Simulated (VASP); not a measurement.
# W in VASP: single point with PBE

Aim: the single point of W with PBE.

Program: VASP 6.6.1. These are calculated values, not measurements. Logs are shortened: lines on timing, memory, paths and dates and some standing lists are left out, and cuts for length are marked.

## (1) The cell of the first run

The cell holds a slab with vacuum, 6 atoms: a = 2.867 Å, b = 2.867 Å, c = 32.986 Å, α = 90.00°, β = 90.00°, γ = 109.47°.

## (2) Single point, PBE

Input file INCAR:

```
PREC     = Accurate       # precision mode
ENCUT    = 400            # plane-wave cutoff, eV
EDIFF    = 1E-6           # SCF threshold, eV
ISMEAR   = 1              # smearing method
SIGMA    = 0.1            # smearing width, eV
LREAL    = F              # projectors in reciprocal space
LASPH    = T              # aspherical terms in the spheres
NELM     = 120            # most SCF steps
ALGO     = Normal         # electronic algorithm
ISIF     = 2              # what is computed and relaxed
LWAVE    = F              # write WAVECAR
LCHARG   = F              # write CHGCAR
LDIPOL   = T            
IDIPOL   = 3            
DIPOL    = 0.5 0.5 0.634
GGA      = PE             # functional
NBANDS   = 51             # bands
GGA_COMPAT= F            
NELMDL   = -8
```

Input file KPOINTS:

```
Automatic mesh
0
Gamma
  12 12 1
```

Input file POSCAR:

```
W
1.0
    2.8674682476     -0.0000000080      0.0000000000
   -0.9558227568      2.7034749876      0.0000000000
    0.0000000000      0.0000000000     32.9860907007
W
6
Direct
    0.5000000000      0.5000000000      0.4695848583
    0.0000000000      0.0000000000      0.5348850990
    0.5000000000      0.5000000000      0.6006194293
    0.0000000000      0.0000000000      0.6667678783
    0.5000000000      0.5000000000      0.7331732180
    0.0000000000      0.0000000000      0.7960082587
```

Potentials or basis: VASP PAW PBE potentials, release 64 (W_sv).

Command:

```
$ cat potpaw_PBE.64/W_sv/POTCAR > POTCAR
$ mpirun -np 1 vasp_std > vasp.out
```

OUTCAR:

```text
PREC = Accurate
   ENCUT = 400
   EDIFF = 1E-6
   ISMEAR = 1
   LREAL = F
   LASPH = T
   NELM = 120
   ISIF = 2
   GGA = PE
   NELMDL = -8

 ion  position               nearest neighbor table
   1  0.500  0.500  0.470-   2 2.72   2 2.72   2 3.18   2 3.18
   2  0.000  0.000  0.535-   1 2.72   1 2.72   3 2.73   3 2.73   1 3.18   1 3.18   3 3.19   3 3.19

   3  0.500  0.500  0.601-   2 2.73   2 2.73   4 2.74   4 2.74   2 3.19   2 3.19   4 3.20   4 3.20

   4  0.000  0.000  0.667-   3 2.74   3 2.74   5 2.75   5 2.75   3 3.20   3 3.20   5 3.21   5 3.21

   5  0.500  0.500  0.733-   6 2.65   6 2.65   4 2.75   4 2.75   6 3.13   6 3.13   4 3.21   4 3.21

   6  0.000  0.000  0.796-   5 2.65   5 2.65   5 3.13   5 3.13

  LATTYP: Found a base centered orthorhombic cell.
 ALAT       =     3.3110671162
 B/A-ratio  =     1.4142135708
 C/A-ratio  =     9.9623745286

  Lattice vectors:

 A1 = (   2.8674682476,  -0.0000000080,   0.0000000000)
 A2 = (  -0.9558227568,   2.7034749876,   0.0000000000)
 A3 = (   0.0000000000,   0.0000000000,  32.9860907007)

Analysis of symmetry for initial positions (statically):
=====================================================================
 Subroutine PRICEL returns:
 Original cell was already a primitive cell.

 Routine SETGRP: Setting up the symmetry group for a
 base centered orthorhombic supercell.

 Subroutine GETGRP returns: Found  4 space group operations
 (whereof  4 operations were pure point group operations)
 out of a pool of  8 trial point group operations.

The static configuration has the point symmetry C_2v.

Analysis of symmetry for dynamics (positions and initial velocities):
=====================================================================
 Subroutine PRICEL returns:
 Original cell was already a primitive cell.

 Routine SETGRP: Setting up the symmetry group for a
 base centered orthorhombic supercell.

 Subroutine GETGRP returns: Found  4 space group operations
 (whereof  4 operations were pure point group operations)
 out of a pool of  8 trial point group operations.

The dynamic configuration has the point symmetry C_2v.

 Subroutine INISYM returns: Found  4 space group operations
 (whereof  4 operations are pure point group operations),
 and found     1 'primitive' translations

----------------------------------------------------------------------------------------

                                     Primitive cell

  volume of cell :     255.7124

  direct lattice vectors                    reciprocal lattice vectors
     2.867468248 -0.000000008  0.000000000     0.348739695  0.123298103  0.000000000
    -0.955822757  2.703474988  0.000000000     0.000000001  0.369894305  0.000000000
     0.000000000  0.000000000 32.986090701     0.000000000  0.000000000  0.030315808

  length of vectors
     2.867468248  2.867468248 32.986090701     0.369894305  0.369894305  0.030315808

  position of ions in fractional coordinates (direct lattice)
     0.500000000  0.500000000  0.469584858
     0.000000000  0.000000000  0.534885099
     0.500000000  0.500000000  0.600619429
     0.000000000  0.000000000  0.666767878
     0.500000000  0.500000000  0.733173218
     0.000000000  0.000000000  0.796008259

  ion indices of the primitive-cell ions
   primitive index   ion index
                 1           1
                 2           2
                 3           3
                 4           4
                 5           5
                 6           6

----------------------------------------------------------------------------------------

 KPOINTS: Automatic mesh

Automatic generation of k-mesh.
 Grid dimensions read from file:
 generate k-points for:   12   12    1

 Generating k-lattice:

  Cartesian coordinates                     Fractional coordinates (reciprocal lattice)
     0.029061641  0.010274842  0.000000000     0.083333333  0.000000000  0.000000000
     0.000000000  0.030824525  0.000000000    -0.000000000  0.083333333  0.000000000
     0.000000000  0.000000000  0.030315808     0.000000000  0.000000000  1.000000000

  Length of vectors
     0.030824525  0.030824525  0.030315808

  Shift w.r.t. Gamma in fractional coordinates (k-lattice)
     0.000000000  0.000000000  0.000000000

 Subroutine IBZKPT returns following result:
 ===========================================

 Found     43 irreducible k-points:

 Following reciprocal coordinates:
            Coordinates               Weight
  0.000000  0.000000  0.000000      1.000000
  0.083333  0.000000  0.000000      4.000000
  0.166667  0.000000  0.000000      4.000000
  0.250000  0.000000  0.000000      4.000000
  0.333333 -0.000000  0.000000      4.000000
  0.416667  0.000000  0.000000      4.000000
[... 16 lines left out ...]
  0.500000  0.166667  0.000000      4.000000
 -0.416667  0.166667  0.000000      4.000000
 [... further k-points ...]
   k-points           NKPTS =     43   k-points in BZ     NKDIM =     43   number of bands    NBANDS=     51
   number of dos      NEDOS =    301   number of ions     NIONS =      6
   total plane-waves  NPLWV =  86400
   dimension x,y,z NGX =    20 NGY =   20 NGZ =  216
   dimension x,y,z NGXF=    40 NGYF=   40 NGZF=  432
   ions per type =               6
   NGX,Y,Z   is equivalent  to a cutoff of  11.60, 11.60, 10.89 a.u.
   NGXF,Y,Z  is equivalent  to a cutoff of  23.19, 23.19, 21.77 a.u.
 SYSTEM =  unknown system
   PREC   = accura    normal or accurate (medium, high low for compatibility)
   ISTART =      0    job   : 0-new  1-cont  2-samecut
   ICHARG =      2    charge: 1-file 2-atom 10-const
   ISPIN  =      1    spin polarized calculation?
   LNONCOLLINEAR =      F non collinear calculations
   LSORBIT =      F    spin-orbit coupling
   LASPH  =      T    aspherical Exc in radial PAW
   ENCUT  =  400.0 eV  29.40 Ry    5.42 a.u.   4.68  4.68 53.79*2*pi/ulx,y,z
   NELM   =    120;   NELMIN=  2; NELMDL= -8     # of ELM steps
   EDIFF  = 0.1E-05   stopping-criterion for ELM
   LREAL  =      F    real-space projection
   EDIFFG = 0.1E-04   stopping-criterion for IOM
   NSW    =      0    number of steps for IOM
   IBRION =     -1    ionic relax: 0-MD 1-quasi-New 2-CG
   NFREE  =      0    steps in history (QN), initial steepest desc. (CG)
   ISIF   =      2    stress and relaxation
   ISYM   =      2    0-nonsym 1-usesym 2-fastsym
   POTIM  = 0.5000    time-step for ionic-motion
   TEBEG  =    0.0;   TEEND  =   0.0 temperature during run
   PSTRESS=    0.0 pullay stress
   NELECT =      84.0000    total number of electrons
   NUPDOWN=      -1.0000    fix difference up-down
   EMIN   =  10.00;   EMAX   =-10.00  energy-range for DOS
   EFERMI =   0.00;   METHOD = LEGACY
   ISMEAR =     1;   SIGMA  =   0.10  broadening in eV -4-tet -1-fermi 0-gaus
   EFERMI_NEDOS =   21; number of points for ismear=-14 and -15
   IALGO  =     38    algorithm
   IMIX   =      4    mixing-type and parameters
     AMIX     =   0.40;   BMIX     =  1.00
     AMIX_MAG =   1.60;   BMIX_MAG =  1.00
  volume/ion in A,a.u.               =      42.62       287.61
  Fermi-wavevector in a.u.,A,eV,Ry     =   1.129581  2.134598 17.360393  1.275953
  Thomas-Fermi vector in A             =   2.266275
   LORBIT       =      0    0 simple, 1 ext, 2 COOP (PROOUT), +10 PAW based schemes
   GGA     = PE    functional components
   LHFCALC =     F    Hartree Fock is set to
   AEXX    =    0.0000 exact exchange contribution
   IVDW    =     0    specifies the selected vdW correction
   LEPSILON=     F    determine dielectric tensor
   LRPA    =     F    only Hartree local field effects (RPA)
 non-spin polarized calculation
 Methfessel and Paxton  Order N= 1 SIGMA  =   0.10
  energy-cutoff  :      400.00
  volume of cell :      255.71
 maximum number of plane-waves:      4699
   NGX =  9   NGY =  9   NGZ =107

 dipolmoment           0.000000      0.000000      0.000612 electrons x Angstroem

 number of electron      84.0000012 magnetization

 dipolmoment           0.000000      0.000000     -0.003412 electrons x Angstroem

 Free energy of the ion-electron system (eV)
  ---------------------------------------------------
  ext. energy  EPLUGINS =         0.00000000
  ---------------------------------------------------
  free energy    TOTEN  =       -74.07594723 eV

  energy without entropy =      -74.07025010  energy(sigma->0) =      -74.07404819

 E-fermi :   1.3890     XC(G=0):  -5.9114

 val. band max:        1.3882059537   @ k =   0.5000   0.3333   0.0000
 cond. band min:       1.3967843658   @ k =   0.4167   0.0833   0.0000
 fundamental gap:      0.0085784121
 Fermi energy:         1.3889881607

 k-point     1 :       0.0000    0.0000    0.0000
  band No.  band energies     occupation
      1     -72.8860      2.00000
      2     -72.8536      2.00000
      3     -72.8132      2.00000
      4     -72.7802      2.00000
      5     -72.7192      2.00000
      6     -72.6602      2.00000
[... 43 lines left out ...]
     50       3.1898     -0.00000
     51       3.2012     -0.00000

 k-point     2 :       0.0833    0.0000    0.0000
  band No.  band energies     occupation
      1     -72.8817      2.00000
      2     -72.8500      2.00000
      3     -72.8106      2.00000
      4     -72.7790      2.00000
      5     -72.7176      2.00000
      6     -72.6587      2.00000
[... 43 lines left out ...]
     50       3.1054     -0.00000
     51       3.1993     -0.00000

 k-point     3 :       0.1667    0.0000    0.0000
  band No.  band energies     occupation
      1     -72.8693      2.00000
      2     -72.8400      2.00000
      3     -72.8037      2.00000
      4     -72.7760      2.00000
      5     -72.7132      2.00000
      6     -72.6550      2.00000
[... 43 lines left out ...]
     50       2.9415     -0.00000
     51       3.0457     -0.00000
[... 1027 lines left out ...]
 k-point    23 :       0.5000    0.1667    0.0000
  band No.  band energies     occupation
      1     -72.8084      2.00000
      2     -72.7930      2.00000
      3     -72.7732      2.00000
      4     -72.7576      2.00000
      5     -72.6866      2.00000
      6     -72.6307      2.00000
[... 43 lines left out ...]
     50       4.0511      0.00000
     51       4.5654      0.00000

 k-point    24 :      -0.4167    0.1667    0.0000
  band No.  band energies     occupation
      1     -72.8230      2.00000
      2     -72.8010      2.00000
      3     -72.7731      2.00000
      4     -72.7547      2.00000
      5     -72.6872      2.00000
      6     -72.6303      2.00000
[... 43 lines left out ...]
     50       3.9808      0.00000
     51       4.5602      0.00000

 [... further k-points ...]

------------------------ aborting loop because EDIFF is reached ----------------------------------------

 vacuum level on the upper side and lower side of the slab       (xc-potential included)        -0.046         0.033

  FORCE on cell =-STRESS in cart. coord.  units (eV):
  Direction    XX          YY          ZZ          XY          YZ          ZX
  --------------------------------------------------------------------------------------
  -------------------------------------------------------------------------------------
  Total      -14.1514885    -15.1007964     -0.8233634     -1.3425241      0.0000000      0.0000000
  in kB      -88.6667689    -94.6146989     -5.1588194     -8.4116432      0.0000000      0.0000000
  external PRESSURE =     -62.8134290 kB  Pullay stress =       0.0000000 kB

 VOLUME and BASIS-vectors are now :
 -----------------------------------------------------------------------------
  energy-cutoff  :      400.00
  volume of cell :      255.71
      direct lattice vectors                 reciprocal lattice vectors
     2.867468248 -0.000000008  0.000000000     0.348739695  0.123298103  0.000000000
    -0.955822757  2.703474988  0.000000000     0.000000001  0.369894305  0.000000000
     0.000000000  0.000000000 32.986090701     0.000000000  0.000000000  0.030315808

 POSITION                                       TOTAL-FORCE (eV/Angst)
 -----------------------------------------------------------------------------------
      0.95582      1.35174     15.48977        -0.000000      0.000000      0.610625
      0.00000      0.00000     17.64377        -0.000000      0.000000     -0.759583
      0.95582      1.35174     19.81209        -0.000000      0.000000      0.102787
      0.00000      0.00000     21.99407        -0.000000      0.000000      0.001577
      0.95582      1.35174     24.18452         0.000000      0.000000      0.019406
      0.00000      0.00000     26.25720        -0.000000      0.000000      0.025188
 -----------------------------------------------------------------------------------
    total drift:                                0.000000      0.000000      0.000398

  FREE ENERGIE OF THE ION-ELECTRON SYSTEM (eV)
  ---------------------------------------------------
  free  energy   TOTEN  =       -74.0759472339 eV

  energy  without entropy=      -74.0702501004  energy(sigma->0) =      -74.07404819

 vacuum level on the upper side and lower side of the slab         6.051         6.132
```

Wall time 22 min (1 thread of Oxide Virtual Turin-like, shared host); peak memory 0.39 GiB.

Results:

```yaml
Free_energy: -74.0759 eV
Largest_force: 0.760 eV/Å
Band_gap_on_the_k_mesh: zero (bands 42 and 43 overlap by 1.75 eV)
```

Forces in eV/Å, atoms in the order of the input:
```
W    0.000  0.000  0.611
W    0.000  0.000 -0.760
W    0.000  0.000  0.103
W    0.000  0.000  0.002
W    0.000  0.000  0.019
W    0.000  0.000  0.025
```

Caveat: spin-orbit coupling is left out, which moves the levels of the heavy elements.
